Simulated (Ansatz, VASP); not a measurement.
## One calculation of Cu, two programs

```
CELL_PARAMETERS angstrom
0.00000 1.78039 1.86173
1.78039 0.00000 1.86173
1.78039 1.78039 0.00000
ATOMIC_POSITIONS crystal
Cu 0.00000 0.00000 0.00000
```

Change from the starting cell: strain -0.015 along x and y, +0.030 along z, atoms carried along.

Alike in both runs: task single point; functional PBEsol; k mesh 22 × 22 × 22; occupations gaussian, width 0.15 eV; no spin polarisation.

|  | VASP | Ansatz |
| --- | --- | --- |
| version | VASP 6.6.1 | Ansatz 0.2.0 |
| potentials or method | VASP PAW PBE potentials, release 64 (Cu), cutoff 520 eV | scalar-relativistic, plane waves, PAW |
| valence electrons in the cell | 11 | 19 |

Ansatz gave:

```
gap on the k mesh at the Fermi level (eV)                     : none
pressure (GPa)                                                : -6.3
traceless stress, the component that is largest in VASP (GPa) : -1.98
```

**Question.** Which values does VASP return?

**Answer.** gap on the k mesh at the Fermi level (eV): none; pressure (GPa): -5.6; traceless stress, the component that is largest in VASP (GPa): -1.98.

VASP's potentials were made for PBE, not for PBEsol. A gap of «none» marks a metal or a gap that the smearing closes. VASP's potentials hold 11 valence electrons a cell and Ansatz's 19, so a difference there can come from the potentials and not from the codes.
